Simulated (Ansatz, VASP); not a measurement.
**Pb in VASP and in Ansatz**

INCAR

```
PREC = Accurate ; ENCUT = 500
EDIFF = 1E-6 ; ISMEAR = 0
SIGMA = 0.1 ; LREAL = F
LASPH = T ; NELM = 120
ALGO = Normal ; ISIF = 2
LWAVE = F ; LCHARG = T
GGA = PE ; LELF = T
LVHAR = T ; NBANDS = 13
GGA_COMPAT = F
```

KPOINTS

```
regular mesh
0
Gamma
  6 6 6
```

POSCAR

```
Pb
1.0
    0.0000000000      2.4947547400      2.4947547400
    2.4947547400      0.0000000000      2.4947547400
    2.4947547400      2.4947547400      0.0000000000
Pb
1
Direct
    0.0000000000      0.0000000000      0.0000000000
```

Input for Ansatz:

```yaml
crystal:
  lattice:
    - [0.0, 2.49475474, 2.49475474]
    - [2.49475474, 0.0, 2.49475474]
    - [2.49475474, 2.49475474, 0.0]
  atoms:
    - { symbol: Pb, position: [0.0, 0.0, 0.0] }
basis:
  ecutwfc: 420
kpoints:
  mp_grid: { grid: [6, 6, 6] }
hamiltonian:
  xc: pbe
scf:
  occupations: { method: gaussian, width: 0.1 }
output:
  forces: true
  stress: true
  eigenvalues: true
```

Alike in both runs: task single point; functional PBE; k mesh 6 × 6 × 6; occupations gaussian, width 0.1 eV; no spin polarisation.

|  | VASP | Ansatz |
| --- | --- | --- |
| version | VASP 6.6.1 | Ansatz 0.2.0 |
| potentials or method | VASP PAW PBE potentials, release 64 (Pb_d), cutoff 500 eV | scalar-relativistic, plane waves, PAW |
| valence electrons in the cell | 14 | 14 |

Ansatz gave:

- gap on the k mesh at the Fermi level (eV): none
- pressure (GPa): 2.1

Task: Which values does VASP return?

Result: gap on the k mesh at the Fermi level (eV): none; pressure (GPa): 2.0.

A gap of «none» marks a metal or a gap that the smearing closes.

The k mesh is coarse, so the values compare programs but aren't converged. Spin-orbit coupling is off throughout.
